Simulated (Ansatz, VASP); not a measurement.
Cs in VASP and in Ansatz

```xyz
3
Lattice="8.7995 0.0000 0.0000 -4.3997 7.6206 0.0000 0.0000 0.0000 5.2738" Properties=species:S:1:pos:R:3 pbc="T T T"
Cs    0.0000    0.0000    0.0000
Cs    0.0000    5.0804    2.6369
Cs    4.3997    2.5402    2.6369
```

Alike in both runs: functional PBE; k mesh 6 × 6 × 8; occupations gaussian, width 0.1 eV; no spin polarisation.

Ansatz relaxed the structure, and its values are those at the end. VASP's run is a single point on that final structure, the one shown.

```csv
,VASP,Ansatz
version,VASP 6.6.1,Ansatz 0.2.0
potentials or method,"VASP PAW PBE potentials, release 64 (Cs_sv), cutoff 500 eV","scalar-relativistic, plane waves, PAW"
valence electrons in the cell,27,27
```

```csv
,VASP,Ansatz,Ansatz less VASP
gap on the k mesh at the Fermi level (eV),none,none,-
pressure (GPa),0.0,0.0,+0.01
```

A gap of «none» marks a metal or a gap that the smearing closes. The functional is the same, so the differences come from potentials, cutoffs and numerics.

Neither program's run includes spin-orbit coupling.
